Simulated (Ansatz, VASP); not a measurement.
# Ta2N: VASP beside Ansatz

```
CELL_PARAMETERS angstrom
-3.10114 0.00000 0.00000
-1.55057 -2.68567 0.00000
0.00000 0.00000 10.01378
ATOMIC_POSITIONS crystal
Ta 0.66667 0.66667 0.11940
Ta 0.66667 0.66667 0.60691
Ta 0.33333 0.33333 0.85564
Ta 0.33333 0.33333 0.36812
N 0.00000 0.00000 0.73128
N 0.00000 0.00000 0.24376
```

Alike in both runs: task single point; functional PBE; k mesh 17 × 17 × 5; occupations gaussian, width 0.15 eV; no spin polarisation.

|  | VASP | Ansatz |
| --- | --- | --- |
| version | VASP 6.6.1 | Ansatz 0.2.0 |
| potentials or method | VASP PAW PBE potentials, release 64 (Ta_pv, N), cutoff 520 eV | scalar-relativistic, plane waves, PAW |
| valence electrons in the cell | 54 | 62 |

VASP gave:

* gap on the k mesh at the Fermi level (eV): none
* pressure (GPa): -4.0
* traceless stress, the component that is largest in VASP (GPa): -3.97
* rms of the force components (eV/Å): 0.432

**Question.** What did Ansatz give for the same quantities?

**Answer.** gap on the k mesh at the Fermi level (eV): none; pressure (GPa): -4.4; traceless stress, the component that is largest in VASP (GPa): -3.93; rms of the force components (eV/Å): 0.420.

Atom by atom the forces differ by 0.020 eV/Å (rms over components). A gap of «none» marks a metal or a gap that the smearing closes. The functional is the same, so the differences come from potentials, cutoffs and numerics. VASP's potentials hold 54 valence electrons a cell and Ansatz's 62, so a difference there can come from the potentials and not from the codes.

Spin-orbit coupling is off throughout.
